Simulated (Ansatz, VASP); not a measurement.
## Cd: VASP beside Ansatz

```
Cd
1.0
     0.00000    2.28413    2.25415
     2.28413    0.00000    2.25415
     2.28413    2.28413    0.00000
Cd
1
Cartesian
  0.0000 0.0000 0.0000
```

Change from the starting cell: normal strain along x +0.0133, normal strain along y +0.0133.

Alike in both runs: task single point; functional PBE; k mesh 18 × 18 × 18; occupations gaussian, width 0.15 eV; no spin polarisation.

|  | VASP | Ansatz |
| --- | --- | --- |
| version | VASP 6.6.1 | Ansatz 0.2.0 |
| potentials or method | VASP PAW PBE potentials, release 64 (Cd), cutoff 520 eV | scalar-relativistic, plane waves, PAW |
| valence electrons in the cell | 12 | 20 |

|  | VASP | Ansatz | Ansatz less VASP |
| --- | --- | --- | --- |
| gap on the k mesh at the Fermi level (eV) | none | none | - |
| pressure (GPa) | -0.9 | -1.1 | -0.21 |
| traceless stress, the component that is largest in VASP (GPa) | 0.23 | 0.22 | -0.002 |

A gap of «none» marks a metal or a gap that the smearing closes. VASP's potentials hold 12 valence electrons a cell and Ansatz's 20, so a difference there can come from the potentials and not from the codes.
